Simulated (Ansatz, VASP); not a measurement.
# One calculation of MgI2, two programs

```
Mg I
1.0
     4.34202    0.00000    0.00000
    -2.17101    3.59975    0.00000
     0.00000    0.00000    6.87561
Mg I
1 2
Cartesian
  0.0000 0.0000 0.0000
  0.0000 2.3991 1.6419
  2.1710 1.2006 5.2337
```

Change from the starting cell: uniaxial_x strain +4.5%.

Alike in both runs: task single point; functional PBE; k mesh 12 × 12 × 4; occupations fermi-dirac, width 0.02 eV; no spin polarisation.

|  | VASP | Ansatz |
| --- | --- | --- |
| version | VASP 6.6.1 | Ansatz 0.2.0 |
| potentials or method | VASP PAW PBE potentials, release 64 (Mg, I) | plane waves, PAW |
| plane-wave cutoff (eV) | 520 | 420 |
| valence electrons in the cell | 16 | 44 |

|  | VASP | Ansatz | Ansatz less VASP |
| --- | --- | --- | --- |
| gap on the k mesh at the Fermi level (eV) | 3.25 | 3.26 | +0.018 |
| pressure (GPa) | 0.1 | 0.2 | +0.05 |
| traceless stress, the component that is largest in VASP (GPa) | -0.95 | -0.95 | +0.003 |
| rms of the force components (eV/Å) | 0.004 | 0.001 | -0.0025 |

Atom by atom the forces differ by 0.005 eV/Å (rms over components). With one functional, cell and mesh, what is left measures potentials, basis and numerics. VASP's potentials hold 16 valence electrons a cell and Ansatz's 44, so a difference there can come from the potentials and not from the codes.

Spin-orbit coupling is off throughout.
